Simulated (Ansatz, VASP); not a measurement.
ZrS2: VASP beside Ansatz

```
Zr S
1.0
     3.63467    0.00000    0.00000
    -1.81734    3.14772    0.00000
     0.00000    0.00000    5.72093
Zr S
1 2
Cartesian
  0.0000 0.0000 0.0000
  1.8173 1.0492 4.2604
  0.0000 2.0985 1.4606
```

Alike in both runs: task single point; functional PBE0; k mesh 6 × 6 × 4; occupations gaussian, width 0.02 eV; no spin polarisation.

|  | VASP | Ansatz |
| --- | --- | --- |
| version | VASP 6.6.1 | Ansatz 0.2.0 |
| potentials or method | VASP PAW PBE potentials, release 64 (Zr_sv, S), cutoff 400 eV | scalar-relativistic, plane waves, PAW |
| valence electrons in the cell | 24 | 24 |

|  | VASP | Ansatz | Ansatz less VASP |
| --- | --- | --- | --- |
| gap on the k mesh at the Fermi level (eV) | 2.11 | 2.09 | -0.017 |
| least direct gap on the mesh (eV) | 2.98 | 2.95 | -0.024 |
| pressure (GPa) | 1.5 | 1.6 | +0.16 |
| traceless stress, the component that is largest in VASP (GPa) | -0.33 | -0.37 | -0.049 |
| rms of the force components (eV/Å) | 0.122 | 0.124 | +0.0025 |

Atom by atom the forces differ by 0.003 eV/Å (rms over components). Ansatz's warnings: stress exchange threshold loose, stress scf threshold loose.
